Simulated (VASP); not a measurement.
# Si (Fd-3m) in VASP: a series of runs, part 2 of 2

VASP 6.6.1. The steps go on from the part before.

### 5 Single point, BLYP

File INCAR:

```
SYSTEM = Si
PREC = Accurate
ENCUT = 520
EDIFF = 1E-7
ISMEAR = -1
SIGMA = 0.05
LREAL = .False.
LASPH = .True.
NELM = 80
ALGO = Normal
ISIF = 2
LWAVE = .False.
LCHARG = .False.
GGA = B5
ALDAX = 1.0
AGGAX = 1.0
AGGAC = 1.0
ALDAC = 0.0
NBANDS = 11
```

File KPOINTS:

```
regular mesh
0
Gamma
  9 9 9
  0 0 0
```

File POSCAR:

```
Si
1.0
    0.0000000000      2.7663090466      2.7663090466
    2.7663090466      0.0000000000      2.7663090466
    2.7663090466      2.7663090466      0.0000000000
Si
2
Direct
    0.5000000000      0.5000000000      0.5000000000
    0.7500000000      0.7500000000      0.7500000000
```

Potentials or basis: VASP PAW PBE potentials, release 64 (Si).

Launch:

```sh
$ cat potpaw_PBE.64/Si/POTCAR > POTCAR
$ mpirun -np 1 vasp_std > vasp.out
```

OUTCAR:

```text
SYSTEM = Si
   PREC = Accurate
   ENCUT = 520
   EDIFF = 1E-7
   ISMEAR = -1
   LREAL = .False.
   LASPH = .True.
   NELM = 80
   ISIF = 2
   GGA = B5

 ion  position               nearest neighbor table
   1  0.500  0.500  0.500-   2 2.40   2 2.40   2 2.40   2 2.40
   2  0.750  0.750  0.750-   1 2.40   1 2.40   1 2.40   1 2.40

  LATTYP: Found a face centered cubic cell.
 ALAT       =     5.5326180932

  Lattice vectors:

 A1 = (   0.0000000000,   2.7663090466,   2.7663090466)
[... 515 lines left out ...]
      6       6.9874      0.00000
      7      14.7208      0.00000
      8      14.7208      0.00000
      9      17.1080      0.00000
     10      17.2277      0.00000
     11      17.2308      0.00000

 [... further k-points ...]
[... 5 lines left out ...]
  --------------------------------------------------------------------------------------
  -------------------------------------------------------------------------------------
  Total        0.0339782      0.0339782      0.0339782      0.0000000      0.0000000      0.0000000
  in kB        1.2858161      1.2858161      1.2858161      0.0000000      0.0000000      0.0000000
  external PRESSURE =       1.2858161 kB  Pullay stress =       0.0000000 kB

 VOLUME and BASIS-vectors are now :
 -----------------------------------------------------------------------------
  energy-cutoff  :      520.00
  volume of cell :       42.34
      direct lattice vectors                 reciprocal lattice vectors
     0.000000000  2.766309047  2.766309047    -0.180746255  0.180746255  0.180746255
     2.766309047  0.000000000  2.766309047     0.180746255 -0.180746255  0.180746255
     2.766309047  2.766309047  0.000000000     0.180746255  0.180746255 -0.180746255

 POSITION                                       TOTAL-FORCE (eV/Angst)
 -----------------------------------------------------------------------------------
      2.76631      2.76631      2.76631         0.000000      0.000000      0.000000
      4.14946      4.14946      4.14946        -0.000000     -0.000000     -0.000000
 -----------------------------------------------------------------------------------
    total drift:                                0.000000     -0.000000     -0.000000

  FREE ENERGIE OF THE ION-ELECTRON SYSTEM (eV)
  ---------------------------------------------------
  free  energy   TOTEN  =        -9.4902299578 eV

  energy  without entropy=       -9.4902283299  energy(sigma->0) =       -9.49022914
```

OSZICAR:

```text
N       E                     dE             d eps       ncg     rms          rms(c)
DAV:   1     0.104604091443E+02    0.10460E+02   -0.32929E+03   770   0.586E+02
DAV:   2    -0.897394386140E+01   -0.19434E+02   -0.18585E+02  1040   0.856E+01
DAV:   3    -0.961470407406E+01   -0.64076E+00   -0.63908E+00  1003   0.141E+01
DAV:   4    -0.962037335413E+01   -0.56693E-02   -0.56682E-02   913   0.167E+00
DAV:   5    -0.962044083079E+01   -0.67477E-04   -0.67476E-04   991   0.167E-01    0.365E+00
DAV:   6    -0.953189390230E+01    0.88547E-01   -0.90225E-02   872   0.131E+00    0.230E+00
DAV:   7    -0.948940933324E+01    0.42485E-01   -0.20949E-01   888   0.197E+00    0.263E-01
DAV:   8    -0.949029134486E+01   -0.88201E-03   -0.92736E-03   856   0.487E-01    0.924E-02
DAV:   9    -0.949021241718E+01    0.78928E-04   -0.54355E-04   949   0.119E-01    0.367E-02
DAV:  10    -0.949023033837E+01   -0.17921E-04   -0.35181E-05   886   0.388E-02    0.144E-02
DAV:  11    -0.949023002802E+01    0.31036E-06   -0.80715E-07   985   0.637E-03    0.103E-03
DAV:  12    -0.949022995780E+01    0.70219E-07   -0.12522E-08   640   0.863E-04
   1 F= -.94902300E+01 E0= -.94902291E+01  d E =-.162791E-05
```

stdout:

```text
POSCAR found type information on POSCAR Si
 POSCAR found :  1 types and       2 ions
 scaLAPACK will be used
 -----------------------------------------------------------------------------
|                                                                             |
|                                                                             |
|     You enforced a specific xc type in the INCAR file but a different       |
|     I HOPE YOU KNOW WHAT YOU ARE DOING!                                     |
|                                                                             |
 -----------------------------------------------------------------------------

 LDA part: xc-table for (Slater(with rela. corr.)+VWN5), standard interpolation
 POSCAR, INCAR and KPOINTS ok, starting setup
 FFT: planning ... GRIDC
 FFT: planning ... GRID_SOFT
 FFT: planning ... GRID
 WAVECAR not read
 entering main loop
```

Run time: 12 s. Hardware: 1 thread of Intel Xeon Platinum 8559C (Emerald Rapids), shared host; peak memory 0.16 GiB.

What came out:

```yaml
Free_energy: -9.4902 eV
Pressure: 0.1 GPa
Band_gap_on_the_k_mesh: 0.90 eV, indirect (least direct gap 2.56 eV)
```

Caveat: the PAW data sets were made with another functional, which shifts forces and pressure a little. As with any semilocal functional, this BLYP gap is likely too small.

### 6 Single point, BLYP (volume scaled by 0.96)

File INCAR:

```
AGGAC = 1.0
AGGAX = 1.0
ALDAC = 0.0
ALDAX = 1.0
ALGO = Normal
EDIFF = 1E-6
ENCUT = 520
GGA = B5
ISIF = 2
ISMEAR = -1
LASPH = T
LCHARG = F
LREAL = F
LWAVE = F
NBANDS = 11
NELM = 100
PREC = Accurate
SIGMA = 0.05
```

File KPOINTS:

```
k-points
0
Gamma
  9 9 9
```

File POSCAR:

```
Si
1.0
    0.0000000000      2.7289219089      2.7289219089
    2.7289219089      0.0000000000      2.7289219089
    2.7289219089      2.7289219089      0.0000000000
Si
2
Direct
    0.5000000000      0.5000000000      0.5000000000
    0.7500000000      0.7500000000      0.7500000000
```

Potentials or basis: VASP PAW PBE potentials, release 64 (Si).

Launch:

```sh
$ cat potpaw_PBE.64/Si/POTCAR > POTCAR
$ mpirun -np 1 vasp_std > vasp.out
```

It took 11 s on 1 thread of Intel Xeon Platinum 8559C (Emerald Rapids), shared host; peak memory 0.16 GiB.

The run converged. Its results:

- Free energy: -9.4708 eV
- Pressure: 3.7 GPa
- Band gap on the k mesh: 0.84 eV, indirect (least direct gap 2.70 eV)

Levels at points of the mesh, in eV from the valence-band top:
```csv
k point,band 1,band 2,band 3,band 4,band 5,band 6,band 7,band 8
"(0.00, 0.00, 0.00)",-11.77,0.00,0.00,0.00,2.70,2.70,2.70,3.15
```

Caveat: the PAW data sets were made with another functional, which shifts forces and pressure a little.

### 7 Overview

```csv
cell,k mesh,gap on the mesh (eV),pressure (GPa)
"a = 3.912 Å, angles 60.0°, 2 atoms",6 × 6 × 6,1.01,0.1
"a = 3.749 Å, angles 60.0°, 2 atoms",9 × 9 × 9,0.69,13.5
"a = 3.805 Å, angles 60.0°, 2 atoms",9 × 9 × 9,0.77,8.0
"a = 3.912 Å, angles 60.0°, 2 atoms",9 × 9 × 9,0.90,0.1
"a = 3.859 Å, angles 60.0°, 2 atoms",9 × 9 × 9,0.84,3.7
```

Alike in all rows: task single point; level BLYP; potentials or basis VASP PAW PBE potentials, release 64 (Si); no spin polarisation; cutoff (eV) 520; smearing fermi-dirac 0.05 eV.

Caveats: the PAW data sets were made with another functional, which shifts forces and pressure a little.

Absolute energies hang on the potentials; compare differences alone.
